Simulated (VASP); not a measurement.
# Ta (R-3m) in VASP: single point with PBEsol

Aim: the single point of Ta with PBEsol.

Program: VASP 6.6.1. These are calculated values, not measurements. Logs are shortened: lines on timing, memory, paths and dates and some standing lists are left out, and cuts for length are marked.

### Step 1. The cell of the first run

Symmetry: R-3m, No. 166, trigonal system. Conventional cell: a = 2.827 Å, b = 2.827 Å, c = 7.620 Å, α = 90.00°, β = 90.00°, γ = 120.00°. Within 3.7 Å of Ta (site symmetry -3m) lie 12 Ta at 2.83 to 3.02 Å.

### Step 2. Single point, PBEsol

The input, INCAR:

```
PREC     = Accurate       # precision mode
ENCUT    = 520            # plane-wave cutoff, eV
EDIFF    = 1E-6           # SCF threshold, eV
ISMEAR   = 0              # smearing method
SIGMA    = 0.1            # smearing width, eV
LREAL    = False          # projectors in reciprocal space
LASPH    = True           # aspherical terms in the spheres
NELM     = 80             # most SCF steps
ALGO     = Fast           # electronic algorithm
ISIF     = 2              # what is computed and relaxed
LWAVE    = False          # write WAVECAR
LCHARG   = True           # write CHGCAR
GGA      = PS             # functional
LELF     = True           # ELF
LVHAR    = True         
NBANDS   = 12             # bands
ISYM     = 0
```

The input, KPOINTS:

```
Automatic mesh
0
Gamma
  12 12 14
```

The input, POSCAR:

```
Ta
1.0
    2.8270069233      0.0000000000      0.0000000000
   -1.4135034616      2.4482598122      0.0000000000
    1.4135034616      0.8160866041      2.5398525406
Ta
1
Direct
    0.0000000000      0.0000000000      0.0000000000
```

Potentials or basis: VASP PAW PBE potentials, release 64 (Ta_pv).

Run with:

```bash
$ cat potpaw_PBE.64/Ta_pv/POTCAR > POTCAR
$ mpirun -np 1 vasp_std > vasp.out
```

OUTCAR:

```text
PREC = Accurate
   ENCUT = 520
   EDIFF = 1E-6
   ISMEAR = 0
   LREAL = False
   LASPH = True
   NELM = 80
   ISIF = 2
   GGA = PS
   ISYM = 0

 ion  position               nearest neighbor table
   1  0.000  0.000  0.000-

IMPORTANT INFORMATION: All symmetrisations will be switched off!
NOSYMM: (Re-)initialisation of all symmetry stuff for point group C_1.

----------------------------------------------------------------------------------------

                                     Primitive cell

  volume of cell :      17.5789

  direct lattice vectors                    reciprocal lattice vectors
     2.827006923  0.000000000  0.000000000     0.353731005  0.204226691 -0.262482430
    -1.413503462  2.448259812  0.000000000     0.000000000  0.408453382 -0.131241215
     1.413503462  0.816086604  2.539852541     0.000000000  0.000000000  0.393723645

  length of vectors
     2.827006923  2.827006923  3.019079381     0.485521566  0.429020305  0.393723645

  position of ions in fractional coordinates (direct lattice)
     0.000000000  0.000000000  0.000000000

  ion indices of the primitive-cell ions
   primitive index   ion index
                 1           1

----------------------------------------------------------------------------------------

 KPOINTS: Automatic mesh

Automatic generation of k-mesh.
 Grid dimensions read from file:
 generate k-points for:   12   12   14

 Generating k-lattice:

  Cartesian coordinates                     Fractional coordinates (reciprocal lattice)
     0.029477584  0.017018891 -0.021873536     0.083333333 -0.000000000  0.000000000
     0.000000000  0.034037782 -0.010936768     0.000000000  0.083333333  0.000000000
     0.000000000  0.000000000  0.028123117     0.000000000  0.000000000  0.071428571

  Length of vectors
     0.040460131  0.035751692  0.028123117

  Shift w.r.t. Gamma in fractional coordinates (k-lattice)
     0.000000000  0.000000000  0.000000000

 -----------------------------------------------------------------------------
|                                                                             |
|           W    W    AA    RRRRR   N    N  II  N    N   GGGG   !!!           |
|           W    W   A  A   R    R  NN   N  II  NN   N  G    G  !!!           |
|           W    W  A    A  R    R  N N  N  II  N N  N  G       !!!           |
|           W WW W  AAAAAA  RRRRR   N  N N  II  N  N N  G  GGG   !            |
|           WW  WW  A    A  R   R   N   NN  II  N   NN  G    G                |
|           W    W  A    A  R    R  N    N  II  N    N   GGGG   !!!           |
|                                                                             |
|     Your reciprocal lattice and k-lattice belong to different lattice       |
|     classes:                                                                |
|                                                                             |
|        The reciprocal lattice is rhombohedral (trigonal),                   |
|        whereas your k-lattice is base-centered monoclinic.                  |
|                                                                             |
|     Results are often still useful ...                                      |
|                                                                             |
 -----------------------------------------------------------------------------

 WARNING: IBZKPT: internal override: KBLOWUP is changed to .FALSE.
      ... skipping the blow-up phase ...

 Subroutine IBZKPT returns following result:
 ===========================================

 Found   1012 irreducible k-points:

 Following reciprocal coordinates:
            Coordinates               Weight
  0.000000  0.000000  0.000000      1.000000
  0.083333  0.000000  0.000000      2.000000
  0.166667  0.000000  0.000000      2.000000
  0.250000  0.000000  0.000000      2.000000
  0.333333  0.000000  0.000000      2.000000
  0.416667  0.000000  0.000000      2.000000
[... 16 lines left out ...]
  0.250000  0.166667 -0.000000      2.000000
  0.333333  0.166667  0.000000      2.000000
 [... further k-points ...]
   k-points           NKPTS =   1012   k-points in BZ     NKDIM =   1012   number of bands    NBANDS=     12
   number of dos      NEDOS =    301   number of ions     NIONS =      1
   total plane-waves  NPLWV =  13824
   dimension x,y,z NGX =    24 NGY =   24 NGZ =   24
   dimension x,y,z NGXF=    48 NGYF=   48 NGZF=   48
   ions per type =               1
   NGX,Y,Z   is equivalent  to a cutoff of  14.11, 14.11, 13.22 a.u.
   NGXF,Y,Z  is equivalent  to a cutoff of  28.23, 28.23, 26.43 a.u.
 SYSTEM =  unknown system
   PREC   = accura    normal or accurate (medium, high low for compatibility)
   ISTART =      0    job   : 0-new  1-cont  2-samecut
   ICHARG =      2    charge: 1-file 2-atom 10-const
   ISPIN  =      1    spin polarized calculation?
   LNONCOLLINEAR =      F non collinear calculations
   LSORBIT =      F    spin-orbit coupling
   LASPH  =      T    aspherical Exc in radial PAW
   ENCUT  =  520.0 eV  38.22 Ry    6.18 a.u.   5.26  5.26  5.61*2*pi/ulx,y,z
   NELM   =     80;   NELMIN=  2; NELMDL= -5     # of ELM steps
   EDIFF  = 0.1E-05   stopping-criterion for ELM
   LREAL  =      F    real-space projection
   EDIFFG = 0.1E-04   stopping-criterion for IOM
   NSW    =      0    number of steps for IOM
   IBRION =     -1    ionic relax: 0-MD 1-quasi-New 2-CG
   NFREE  =      0    steps in history (QN), initial steepest desc. (CG)
   ISIF   =      2    stress and relaxation
   ISYM   =      0    0-nonsym 1-usesym 2-fastsym
   POTIM  = 0.5000    time-step for ionic-motion
   TEBEG  =    0.0;   TEEND  =   0.0 temperature during run
   PSTRESS=    0.0 pullay stress
   NELECT =      11.0000    total number of electrons
   NUPDOWN=      -1.0000    fix difference up-down
   EMIN   =  10.00;   EMAX   =-10.00  energy-range for DOS
   EFERMI =   0.00;   METHOD = LEGACY
   ISMEAR =     0;   SIGMA  =   0.10  broadening in eV -4-tet -1-fermi 0-gaus
   EFERMI_NEDOS =   21; number of points for ismear=-14 and -15
   IALGO  =     68    algorithm
   IMIX   =      4    mixing-type and parameters
     AMIX     =   0.40;   BMIX     =  1.00
     AMIX_MAG =   1.60;   BMIX_MAG =  1.00
  volume/ion in A,a.u.               =      17.58       118.63
  Fermi-wavevector in a.u.,A,eV,Ry     =   1.400258  2.646104 26.677253  1.960723
  Thomas-Fermi vector in A             =   2.523236
   LORBIT       =      0    0 simple, 1 ext, 2 COOP (PROOUT), +10 PAW based schemes
   GGA     = PS    functional components
   LHFCALC =     F    Hartree Fock is set to
   AEXX    =    0.0000 exact exchange contribution
   IVDW    =     0    specifies the selected vdW correction
   LEPSILON=     F    determine dielectric tensor
   LRPA    =     F    only Hartree local field effects (RPA)
 non-spin polarized calculation
 RMM-DIIS sequential band-by-band and
 Gauss-broadening in eV      SIGMA  =   0.10
  energy-cutoff  :      520.00
  volume of cell :       17.58
 maximum number of plane-waves:       488
 NGX is ok and might be reduce to    24
   NGX = 11   NGY = 11   NGZ = 11

 number of electron      11.0000002 magnetization

 Free energy of the ion-electron system (eV)
  ---------------------------------------------------
  ext. energy  EPLUGINS =         0.00000000
  ---------------------------------------------------
  free energy    TOTEN  =       -12.25179392 eV

  energy without entropy =      -12.24561756  energy(sigma->0) =      -12.24870574

 E-fermi :   5.8762     XC(G=0): -12.8427

 val. band max:        5.8752002762   @ k =  -0.3333  -0.2500   0.4286
 cond. band min:       5.8773595176   @ k =  -0.2500   0.2500  -0.0000
 fundamental gap:      0.0021592414
 Fermi energy:         5.8762354800

 k-point     1 :       0.0000    0.0000    0.0000
  band No.  band energies     occupation
      1     -27.5680      2.00000
      2     -27.2873      2.00000
      3     -27.2851      2.00000
      4      -2.4938      2.00000
      5       5.2066      2.00000
      6       6.7810      0.00000
      7       6.7820      0.00000
      8       9.7912      0.00000
      9       9.7927      0.00000
     10      18.5081      0.00000
     11      20.2753      0.00000
     12      22.4175      0.00000

 k-point     2 :       0.0833    0.0000    0.0000
  band No.  band energies     occupation
      1     -27.6042      2.00000
      2     -27.3801      2.00000
      3     -27.3154      2.00000
      4      -2.0891      2.00000
      5       5.2572      2.00000
      6       6.5633      0.00000
      7       7.0308      0.00000
      8       9.2095      0.00000
      9       9.9104      0.00000
     10      19.3551      0.00000
     11      20.2745      0.00000
     12      22.5795      0.00000

 k-point     3 :       0.1667    0.0000    0.0000
  band No.  band energies     occupation
      1     -27.7421      2.00000
      2     -27.5834      2.00000
      3     -27.3975      2.00000
      4      -0.9787      2.00000
      5       4.7918      2.00000
      6       6.7759      0.00000
      7       7.7663      0.00000
      8       7.9192      0.00000
      9      10.2527      0.00000
     10      20.2724      0.00000
     11      21.4428      0.00000
     12      22.6482      0.00000
[... 286 lines left out ...]
 k-point    23 :       0.2500    0.1667   -0.0000
  band No.  band energies     occupation
      1     -28.3798      2.00000
      2     -27.8002      2.00000
      3     -27.7347      2.00000
      4       1.9040      2.00000
      5       3.5828      2.00000
      6       5.8029      1.70008
      7       8.3262      0.00000
      8      11.2942      0.00000
      9      12.3445      0.00000
     10      19.0620      0.00000
     11      20.2990      0.00000
     12      21.8035      0.00000

 k-point    24 :       0.3333    0.1667    0.0000
  band No.  band energies     occupation
      1     -28.5018      2.00000
      2     -27.8764      2.00000
      3     -27.8636      2.00000
      4       1.9100      2.00000
      5       3.1012      2.00000
      6       6.7956      0.00000
      7       9.5159      0.00000
      8      12.1801      0.00000
      9      13.9749      0.00000
     10      16.8870      0.00000
     11      19.9781      0.00000
     12      20.3182      0.00000

 [... further k-points ...]

------------------------ aborting loop because EDIFF is reached ----------------------------------------

  FORCE on cell =-STRESS in cart. coord.  units (eV):
  Direction    XX          YY          ZZ          XY          YZ          ZX
  --------------------------------------------------------------------------------------
  -------------------------------------------------------------------------------------
  Total        1.0801446      1.0787404      0.3357212      0.0012097      0.0093277      0.0161607
  in kB       98.4463463     98.3183686     30.5982436      0.1102566      0.8501392      1.4729124
  external PRESSURE =      75.7876528 kB  Pullay stress =       0.0000000 kB

 VOLUME and BASIS-vectors are now :
 -----------------------------------------------------------------------------
  energy-cutoff  :      520.00
  volume of cell :       17.58
      direct lattice vectors                 reciprocal lattice vectors
     2.827006923  0.000000000  0.000000000     0.353731005  0.204226691 -0.262482430
    -1.413503462  2.448259812  0.000000000     0.000000000  0.408453382 -0.131241215
     1.413503462  0.816086604  2.539852541     0.000000000  0.000000000  0.393723645

 POSITION                                       TOTAL-FORCE (eV/Angst)
 -----------------------------------------------------------------------------------
      0.00000      0.00000      0.00000         0.000001      0.000002      0.000000
 -----------------------------------------------------------------------------------
    total drift:                                0.000001      0.000002      0.000000

  FREE ENERGIE OF THE ION-ELECTRON SYSTEM (eV)
  ---------------------------------------------------
  free  energy   TOTEN  =       -12.2517939227 eV

  energy  without entropy=      -12.2456175564  energy(sigma->0) =      -12.24870574
```

Wall time 4.1 min (1 thread of Intel Xeon 8259CL, shared host); peak memory 0.32 GiB.

Results:

```
Free energy            : -12.2518 eV
Pressure               : 7.6 GPa
Band gap on the k mesh : zero (an odd number of electrons rules out a gap without spin polarisation)
```

Caveat: the stress differs along the axes, from 3 to 10 GPa; the PAW data sets were made with another functional, which shifts forces and pressure a little; spin-orbit coupling is left out, which moves the levels of the heavy elements.
